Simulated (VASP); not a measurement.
# FeO (Wuestite) (Fm-3m) in VASP: a series of runs, part 2 of 2

VASP 6.6.1. Earlier steps stand in the parts before.

## Step 3: Single point, PBEsol, collinear spin, ferromagnetic start

This run uses another cell than the first one, of 10.01 Å³/atom, 0.943 times its volume.

INCAR

```
SYSTEM = FeO
PREC     = Accurate       ! precision mode
ENCUT    = 600            ! plane-wave cutoff, eV
EDIFF    = 1E-6           ! SCF threshold, eV
ISMEAR   = -1             ! smearing method
SIGMA    = 0.05           ! smearing width, eV
LREAL    = .False.        ! projectors in reciprocal space
LASPH    = .True.         ! aspherical terms in the spheres
NELM     = 200            ! most SCF steps
ALGO     = Normal         ! electronic algorithm
ISIF     = 2              ! what is computed and relaxed
LWAVE    = .False.        ! write WAVECAR
LCHARG   = .True.         ! write CHGCAR
ISPIN    = 2              ! spin polarisation
MAGMOM   = 3 0            ! initial moments
LORBIT   = 11             ! projections on sites
LMAXMIX  = 4              ! l up to which the mixer works
GGA      = PS             ! functional
LELF     = .True.         ! ELF
LVHAR    = .True.       
NBANDS   = 22             ! bands
GGA_COMPAT= .False.
```

KPOINTS

```
Automatic mesh
0
Gamma
  11 11 11
  0 0 0
```

POSCAR

```
FeO
1.0
    0.0000000000      2.1554000000      2.1554000000
    2.1554000000      0.0000000000      2.1554000000
    2.1554000000      2.1554000000      0.0000000000
Fe O
1 1
Direct
    0.0000000000      0.0000000000      0.0000000000
    0.5000000000      0.5000000000      0.5000000000
```

Potentials or basis: VASP PAW PBE potentials, release 64 (Fe_sv, O).

The run is started by

```bash
$ cat potpaw_PBE.64/Fe_sv/POTCAR potpaw_PBE.64/O/POTCAR > POTCAR
$ mpirun -np 1 vasp_std > vasp.out
```

OUTCAR:

```text
SYSTEM = FeO
   PREC = Accurate
   ENCUT = 600
   EDIFF = 1E-6
   ISMEAR = -1
   LREAL = .False.
   LASPH = .True.
   NELM = 200
   ISIF = 2
   ISPIN = 2
   LORBIT = 11
   GGA = PS

 ion  position               nearest neighbor table
   1  0.000  0.000  0.000-   2 2.16   2 2.16   2 2.16   2 2.16   2 2.16   2 2.16
   2  0.500  0.500  0.500-   1 2.16   1 2.16   1 2.16   1 2.16   1 2.16   1 2.16

  LATTYP: Found a face centered cubic cell.
 ALAT       =     4.3108000000

  Lattice vectors:

 A1 = (   0.0000000000,   2.1554000000,   2.1554000000)
 A2 = (   2.1554000000,   0.0000000000,   2.1554000000)
 A3 = (   2.1554000000,   2.1554000000,   0.0000000000)
[... 1412 lines left out ...]

 VOLUME and BASIS-vectors are now :
 -----------------------------------------------------------------------------
  energy-cutoff  :      600.00
  volume of cell :       20.03
      direct lattice vectors                 reciprocal lattice vectors
     0.000000000  2.155400000  2.155400000    -0.231975503  0.231975503  0.231975503
     2.155400000  0.000000000  2.155400000     0.231975503 -0.231975503  0.231975503
     2.155400000  2.155400000  0.000000000     0.231975503  0.231975503 -0.231975503

 POSITION                                       TOTAL-FORCE (eV/Angst)
 -----------------------------------------------------------------------------------
      0.00000      0.00000      0.00000        -0.000000     -0.000000     -0.000000
      2.15540      2.15540      2.15540         0.000000      0.000000      0.000000
 -----------------------------------------------------------------------------------
    total drift:                                0.000000     -0.000000     -0.000000

  FREE ENERGIE OF THE ION-ELECTRON SYSTEM (eV)
  ---------------------------------------------------
  free  energy   TOTEN  =       -15.9476826854 eV

  energy  without entropy=      -15.9361585924  energy(sigma->0) =      -15.94192064

 total charge

# of ion       s       p       d       tot
------------------------------------------
    1        2.104   5.996   5.505  13.605
    2        1.547   3.417   0.000   4.964
--------------------------------------------------
tot          3.651   9.413   5.505  18.570

 magnetization (x)

# of ion       s       p       d       tot
------------------------------------------
    1        0.015   0.010   3.441   3.467
    2        0.030   0.269   0.000   0.299
--------------------------------------------------
tot          0.046   0.278   3.441   3.765
```

It took 20 s on 1 thread of Intel Xeon 6975P-C (Granite Rapids), shared host; peak memory 0.18 GiB.

Results:

- Free energy: -15.9477 eV
- Pressure: -10.8 GPa
- Band gap on the k mesh: zero (filled and empty bands overlap)
- Net moment: 4.00 μB per cell
- Site moments: Fe +3.47; O +0.30 μB
- Valence electrons inside the program's atomic spheres: Fe 13.61; O 4.96

Levels at points of the mesh, in eV from the Fermi level:
Spin up:
| k point | band 11 | band 12 | band 13 | band 14 | band 15 | band 16 |
| --- | --- | --- | --- | --- | --- | --- |
| (0.00, 0.00, 0.00) | -3.88 | -3.67 | -3.67 | -0.08 | 15.02 | 16.79 |
Spin down:
```csv
k point,band 5,band 6,band 7,band 8,band 9,band 10,band 11,band 12,band 13,band 14
"(0.00, 0.00, 0.00)",-20.20,-3.32,-3.32,-3.32,-0.74,-0.74,-0.74,0.13,0.13,0.73
```

Caveat: the PAW data sets were made with another functional, which shifts forces and pressure a little; a cell with one magnetic atom can't hold antiferromagnetic order, which such compounds often take; semilocal functionals often make such compounds metallic where correlation or magnetic order opens a gap, which also shifts bond lengths. With open d or f shells a metallic result of PBEsol can be an artefact of self-interaction; +U or a hybrid may open a gap.

## Step 4: Single point, PBEsol, collinear spin, ferromagnetic start

This run uses another cell than the first one, of 10.01 Å³/atom, 0.943 times its volume.

INCAR

```
ALGO     = Normal         # electronic algorithm
EDIFF    = 1E-6           # SCF threshold, eV
ENCUT    = 600            # plane-wave cutoff, eV
GGA      = PS             # functional
GGA_COMPAT= F            
ISIF     = 2              # what is computed and relaxed
ISMEAR   = -1             # smearing method
ISPIN    = 2              # spin polarisation
LASPH    = T              # aspherical terms in the spheres
LCHARG   = F              # write CHGCAR
LMAXMIX  = 4              # l up to which the mixer works
LORBIT   = 11             # projections on sites
LREAL    = F              # projectors in reciprocal space
LWAVE    = F              # write WAVECAR
MAGMOM   = 2.2 0          # initial moments
NBANDS   = 22             # bands
NELM     = 200            # most SCF steps
NUPDOWN  = 2.2            # fixed moment
PREC     = Accurate       # precision mode
SIGMA    = 0.05           # smearing width, eV
```

KPOINTS

```
k-points
0
Gamma
  9 9 9
```

POSCAR is that of step 3.

The run is started by

```bash
$ cat potpaw_PBE.64/Fe_sv/POTCAR potpaw_PBE.64/O/POTCAR > POTCAR
$ mpirun -np 1 vasp_std > vasp.out
```

It took 12 s on 1 thread of Intel Xeon 6975P-C (Granite Rapids), shared host; peak memory 0.16 GiB.

It converged, with:

- Free energy: -15.2180 eV
- Pressure: -28.7 GPa
- Net moment: 2.20 μB per cell
- Site moments: Fe +2.07; O +0.01 μB
- Valence electrons inside the program's atomic spheres: Fe 13.68; O 4.91

Caveat: the PAW data sets were made with another functional, which shifts forces and pressure a little; the total moment is fixed, so each spin has its own Fermi level; a cell with one magnetic atom can't hold antiferromagnetic order, which such compounds often take.

## Step 5: Single point, PBE, collinear spin, ferromagnetic start

This run uses another cell than the first one, of 10.01 Å³/atom, 0.943 times its volume.

INCAR

```
SYSTEM = FeO
ALGO = Normal
EDIFF = 1E-6
ENCUT = 600
GGA = PE
GGA_COMPAT = .False.
ISIF = 2
ISMEAR = -1
ISPIN = 2
LASPH = .True.
LCHARG = .False.
LMAXMIX = 4
LORBIT = 11
LREAL = .False.
LWAVE = .False.
MAGMOM = -2.68 0
NBANDS = 22
NELM = 200
PREC = Accurate
SIGMA = 0.05
```

KPOINTS

```
k-points
0
Gamma
  11 11 11
  0 0 0
```

POSCAR is that of step 4.

The run is started by

```bash
$ cat potpaw_PBE.64/Fe_sv/POTCAR potpaw_PBE.64/O/POTCAR > POTCAR
$ mpirun -np 1 vasp_std > vasp.out
```

It took 43 s on 1 thread of Intel Xeon Platinum 8375C at 2.90GHz (Ice Lake), shared host; peak memory 0.17 GiB.

Results (log left out):

| Item | Value |
| --- | --- |
| Free energy | -15.0391 eV |
| Pressure | -2.6 GPa |
| Band gap on the k mesh | zero (filled and empty bands overlap) |
| Net moment | -4.00 μB per cell |
| Site moments | Fe -3.48; O -0.30 μB |
| Valence electrons inside the program's atomic spheres | Fe 13.61; O 4.99 |

Levels at points of the mesh, in eV from the Fermi level:
Spin up:
| k point | band 5 | band 6 | band 7 | band 8 | band 9 | band 10 | band 11 | band 12 | band 13 | band 14 |
| --- | --- | --- | --- | --- | --- | --- | --- | --- | --- | --- |
| (0.00, 0.00, 0.00) | -20.26 | -3.33 | -3.33 | -3.33 | -0.74 | -0.74 | -0.74 | 0.22 | 0.22 | 0.81 |
Spin down:
| k point | band 10 | band 11 | band 12 | band 13 | band 14 | band 15 | band 16 | band 17 |
| --- | --- | --- | --- | --- | --- | --- | --- | --- |
| (0.00, 0.00, 0.00) | -3.87 | -3.87 | -3.68 | -3.68 | 0.01 | 15.24 | 16.95 | 16.95 |

Caveat: a cell with one magnetic atom can't hold antiferromagnetic order, which such compounds often take; semilocal functionals often make such compounds metallic where correlation or magnetic order opens a gap, which also shifts bond lengths.

## Step 6: Summary

```csv
level,potentials or basis,fixed moment (μB),cell,k mesh,cutoff (eV),second run,gap on the mesh (eV),pressure (GPa),moment (μB)
LDA,"VASP PAW LDA potentials, release 64 (Fe, O)",-,"a = 3.108 Å, angles 60.0°, 2 atoms",11 × 11 × 11,520,-,none,-23.2,4.00
PBEsol,"VASP PAW PBE potentials, release 64 (Fe_sv, O)",-,"a = 3.048 Å, angles 60.0°, 2 atoms",11 × 11 × 11,600,valence_matched,none,-10.8,4.00
PBEsol,"VASP PAW PBE potentials, release 64 (Fe_sv, O)",2.2,"a = 3.048 Å, angles 60.0°, 2 atoms",9 × 9 × 9,600,valence_matched,-,-28.7,2.20
PBE,"VASP PAW PBE potentials, release 64 (Fe_sv, O)",-,"a = 3.048 Å, angles 60.0°, 2 atoms",11 × 11 × 11,600,valence_matched,none,-2.6,4.00
```

Alike in all rows: task single point; spin collinear, ferromagnetic start; smearing fermi-dirac 0.05 eV.

Caveats: a cell with one magnetic atom can't hold antiferromagnetic order, which such compounds often take; semilocal functionals often make such compounds metallic where correlation or magnetic order opens a gap, which also shifts bond lengths (some runs); the PAW data sets were made with another functional, which shifts forces and pressure a little (some runs); the total moment is fixed, so each spin has its own Fermi level (some runs).

Absolute energies hang on the potentials; compare differences alone.

## Step 7: How close it comes

Step 5. Measured gap of FeO: 2.4 eV (optical; quoted in “W\"ustite: Electric, thermodynamic and optical properties of FeO”, 2012, arxiv:1203.1201). This calculation gives 0.00 eV (-2.40 eV). So large a miss can be the level of theory's own, or it may mean another phase, state or a wrong row. The value is that of PBE on a finite k mesh, which can miss the band edges, without temperature or zero-point motion. Semilocal functionals fall short of measured gaps as a rule. The run's magnetic order (collinear spin, ferromagnetic start) needn't be the measured crystal's.
